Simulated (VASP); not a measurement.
Write the native input for VASP 6.6.1 that does the following.

* Task: single point
* Functional: LDA
* Potentials or basis: VASP PAW LDA potentials, release 64 (Mg, H)
* Cutoff: 400 eV
* k mesh: 2 × 2 × 2, shifted
* Occupations: fermi-dirac, width 0.1 eV
* Spin: no spin polarisation
* Dipole correction: no
* Mended: yes
* Further INCAR settings: ALGO = Normal; EDIFF = 1e-06; NBANDS = 13; ISYM = -1

The structure of MgH2 lies in POSCAR:

```
MgH2
1.0
    0.0000000000      4.7621340000      4.7621340000
    2.3810670000      0.0000000000      2.3810670000
    2.3810670000      2.3810670000      0.0000000000
Mg H
2 4
Direct
    0.0000132294      0.0012431402     -0.0002944058
    0.4996204433     -0.0044910538      0.0019459763
    0.3922467322      0.7896634156      0.7305290023
    0.1291113396      0.2563016916      0.2370216798
    0.8670761890      0.7854810469      0.7484211910
    0.6203989640      0.2468720956      0.2442052240
```

One way to write it, as run:

INCAR

```
PREC = Accurate ; ENCUT = 400
EDIFF = 1E-6 ; ISMEAR = -1
SIGMA = 0.1 ; LREAL = False
LASPH = True ; NELM = 120
ALGO = Normal ; ISIF = 2
LWAVE = False ; LCHARG = False
GGA = CA ; NBANDS = 13
GGA_COMPAT = False ; ISYM = -1
```

KPOINTS

```
explicit points
4
Reciprocal
  0.25000000   0.25000000   0.25000000 2
  0.25000000   0.25000000   0.75000000 2
  0.25000000   0.75000000   0.25000000 2
  0.25000000   0.75000000   0.75000000 2
```

Potentials or basis: VASP PAW LDA potentials, release 64 (Mg, H).

Launch:

```console
$ cat potpaw_LDA.64/Mg/POTCAR potpaw_LDA.64/H/POTCAR > POTCAR
$ mpirun -np 1 vasp_std > vasp.out
```

It gave:

```json
{
 "Pressure": "-3.7 GPa",
 "Largest force": "0.724 eV/Å",
 "Band gap on the k mesh": "1.60 eV"
}
```

Caveat: the cell stands under tension; a shifted mesh leaves out Γ, where band edges can lie.

Run time: 3.2 s on 1 thread of Intel(R) Xeon(R) Platinum 8488C (Sapphire Rapids), with other jobs on the host, peak memory 0.13 GiB.
